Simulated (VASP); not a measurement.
Write the native input for VASP 6.6.1 that does the following.

| Item | Value |
| --- | --- |
| Task | single point |
| Functional | PBE |
| Potentials or basis | VASP PAW PBE potentials, release 64 (Sn_d, Se) |
| Cutoff | 520 eV |
| k mesh | 12 × 12 × 12 |
| Occupations | gaussian, width 0.1 eV |
| Spin | no spin polarisation |
| Dipole correction | no |
| Further INCAR settings | ALGO = Normal; EDIFF = 1e-06; NBANDS = 24 |

The structure of Sn2Se lies in POSCAR:

```
Sn2Se
1.0
    0.0000000000      3.5873571240      3.5873571240
    3.5873571240      0.0000000000      3.5873571240
    3.5873571240      3.5873571240      0.0000000000
Sn Se
2 1
Direct
    0.2500000000      0.2500000000      0.2500000000
    0.7500000000      0.7500000000      0.7500000000
    0.5000000000      0.5000000000      0.5000000000
```

The cell was built from a structure type or drawn by symmetry, and may not be a known phase.

These files were run (other wordings do the same):

INCAR

```
SYSTEM = Sn2Se
PREC = Accurate ; ENCUT = 520
EDIFF = 1E-6 ; ISMEAR = 0
SIGMA = 0.1 ; LREAL = .False.
LASPH = .True. ; NELM = 80
ALGO = Normal ; ISIF = 2
LWAVE = .False. ; LCHARG = .True.
GGA = PE ; LELF = .True.
LVHAR = .True. ; NBANDS = 24
```

KPOINTS

```
regular mesh
0
Gamma
  12 12 12
  0 0 0
```

Potentials or basis: VASP PAW PBE potentials, release 64 (Sn_d, Se).

Command:

```console
$ cat potpaw_PBE.64/Sn_d/POTCAR potpaw_PBE.64/Se/POTCAR > POTCAR
$ mpirun -np 1 vasp_std > vasp.out
```

Results of the run:

```yaml
Pressure: 0.0 GPa
Band_gap_on_the_k_mesh: zero (bands 17 and 18 overlap by 1.39 eV)
```

Caveat: spin-orbit coupling is left out, which moves the levels of the heavy elements.

Run time: 4.8 min on 1 thread of AMD EPYC 7571, with other jobs on the host, peak memory 0.29 GiB.
